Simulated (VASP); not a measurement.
Here is a VASP 6.6.1 calculation.

INCAR

```
SYSTEM = CdS
PREC = Accurate ; ENCUT = 520
EDIFF = 1E-6 ; ISMEAR = 0
SIGMA = 0.1 ; LREAL = .FALSE.
LASPH = .TRUE. ; NELM = 80
ALGO = Normal ; ISIF = 2
LWAVE = .FALSE. ; LCHARG = .FALSE.
GGA = PE ; NBANDS = 16
```

Contents of KPOINTS:

```
Automatic mesh
0
G
  4 4 4
  0 0 0
```

POSCAR

```
CdS
1.0
    0.0000000000      2.7532440000      2.7532440000
    2.7532440000      0.0000000000      2.7532440000
    2.7532440000      2.7532440000      0.0000000000
Cd S
1 1
Direct
    0.0000000000      0.0000000000      0.0000000000
    0.5000000000      0.5000000000      0.5000000000
```

Potentials or basis: VASP PAW PBE potentials, release 64 (Cd, S).

Run with:

```bash
$ cat potpaw_PBE.64/Cd/POTCAR potpaw_PBE.64/S/POTCAR > POTCAR
$ mpirun -np 1 vasp_std > vasp.out
```

Task: Estimate the pressure.

Result: 0.3 GPa.

Task: Predict the band gap on the k mesh.

Result: 0.22 eV, indirect (least direct gap 1.51 eV).

Caveat: the k points lie up to 0.49 Å⁻¹ apart. A k mesh can miss the band edges.
